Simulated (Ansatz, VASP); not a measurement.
**One calculation of Ga, two programs**

INCAR

```
SYSTEM = Ga
PREC     = Accurate       ! precision mode
ENCUT    = 520            ! plane-wave cutoff, eV
EDIFF    = 1E-8           ! SCF threshold, eV
ISMEAR   = -1             ! smearing method
SIGMA    = 0.03           ! smearing width, eV
LREAL    = .FALSE.        ! projectors in reciprocal space
LASPH    = .TRUE.         ! aspherical terms in the spheres
NELM     = 80             ! most SCF steps
ALGO     = Normal         ! electronic algorithm
ISIF     = 2              ! what is computed and relaxed
LWAVE    = .FALSE.        ! write WAVECAR
LCHARG   = .FALSE.        ! write CHGCAR
GGA      = PE             ! functional
LEFG     = .TRUE.       
NBANDS   = 20             ! bands
```

KPOINTS

```
Automatic mesh
0
G
  14 14 11
  0 0 0
```

The input POSCAR:

```
Ga
1.0
    1.4011994555     -4.0794863395      0.0000000000
    1.4011994555      4.0794863395      0.0000000000
   -0.1189955720      0.0000000000      3.3737498936
Ga
2
Direct
    0.8690000000      0.1310000000      0.2500000000
    0.1310000000      0.8690000000      0.7500000000
```

Input for Ansatz:

```yaml
crystal:
  lattice:
    - [1.4011994555, -4.0794863395, 0.0]
    - [1.4011994555, 4.0794863395, 0.0]
    - [-0.118995572, 0.0, 3.3737498936]
  atoms:
    - { symbol: Ga, position: [0.869, 0.131, 0.25] }
    - { symbol: Ga, position: [0.131, 0.869, 0.75] }
kpoints:
  mp_grid: { grid: [14, 14, 11] }
scf:
  occupations: { method: fermi_dirac, width: 0.03 }
hamiltonian:
  xc: pbe
  pseudopotentials: { kind: all_electron, datasets: crystal }
output:
  forces: true
  stress: true
  eigenvalues: true
  efg: { contact_densities: true }
```

Change from the starting cell: volume scaled by 1.04, crystal datasets.

Alike in both runs: task electric field gradients; functional PBE; k mesh 14 × 14 × 11; occupations fermi-dirac, width 0.03 eV; no spin polarisation.

|  | VASP | Ansatz |
| --- | --- | --- |
| version | VASP 6.6.1 | Ansatz 0.2.0 |
| potentials or method | VASP PAW PBE potentials, release 64 (Ga_d), cutoff 520 eV | all-electron PAW with datasets made for the crystal, scalar-relativistic |

Ansatz gave:

```
pressure (GPa)                                                : -0.3
traceless stress, the component that is largest in VASP (GPa) : -0.15
rms of the force components (eV/Å)                            : 0.097
size of Vzz on the site where it differs most (V/Å²)          : 25.3
```

Question: Which values does VASP return?

Answer: Pressure (GPa): -0.2; traceless stress, the component that is largest in VASP (GPa): -0.17; rms of the force components (eV/Å): 0.098; size of Vzz on the site where it differs most (V/Å²): 23.5.

Atom by atom the forces differ by 0.001 eV/Å (rms over components). Ansatz ran all-electron here, and VASP with PAW potentials.
